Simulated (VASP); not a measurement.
Write the native input for VASP 6.6.1 that does the following.

```
Task                   : single point
Functional             : PBEsol
Potentials or basis    : VASP PAW PBE potentials, release 64 (Al, Cu)
Cutoff                 : 520 eV
k mesh                 : 12 × 12 × 12
Occupations            : gaussian, width 0.1 eV
Spin                   : no spin polarisation
Dipole correction      : no
Further INCAR settings : ALGO = Normal; EDIFF = 1e-06; NBANDS = 26
```

The structure of AlCu3 lies in POSCAR:

```
AlCu3
1.0
    3.6569089407      0.0000000000      0.0000000000
    0.0000000000      3.6569089407      0.0000000000
    0.0000000000      0.0000000000      3.6569089407
Al Cu
1 3
Direct
    0.0000000000      0.0000000000      0.0000000000
    0.5000000000      0.5000000000      0.0000000000
    0.5000000000      0.0000000000      0.5000000000
    0.0000000000      0.5000000000      0.5000000000
```

One way to write it, as run:

INCAR

```
  PREC = Accurate
  ENCUT = 520
  EDIFF = 1E-6
  ISMEAR = 0
  SIGMA = 0.1
  LREAL = False
  LASPH = True
  NELM = 100
  ALGO = Normal
  ISIF = 2
  LWAVE = False
  LCHARG = True
  GGA = PS
  LELF = True
  LVHAR = True
  NBANDS = 26
```

KPOINTS

```
Automatic mesh
0
Gamma
  12 12 12
```

Potentials or basis: VASP PAW PBE potentials, release 64 (Al, Cu).

The run is started by

```sh
$ cat potpaw_PBE.64/Al/POTCAR potpaw_PBE.64/Cu/POTCAR > POTCAR
$ mpirun -np 1 vasp_std > vasp.out
```

It gave:

```json
{"Pressure": "-2.4 GPa", "Band gap on the k mesh": "zero (bands 18 and 19 overlap by 5.46 eV)"}
```

Caveat: the PAW data sets were made with another functional, which shifts forces and pressure a little.

Wall time 48 s on 1 thread of Intel(R) Xeon(R) Platinum 8488C (Sapphire Rapids) (shared host), peak memory 0.22 GiB.
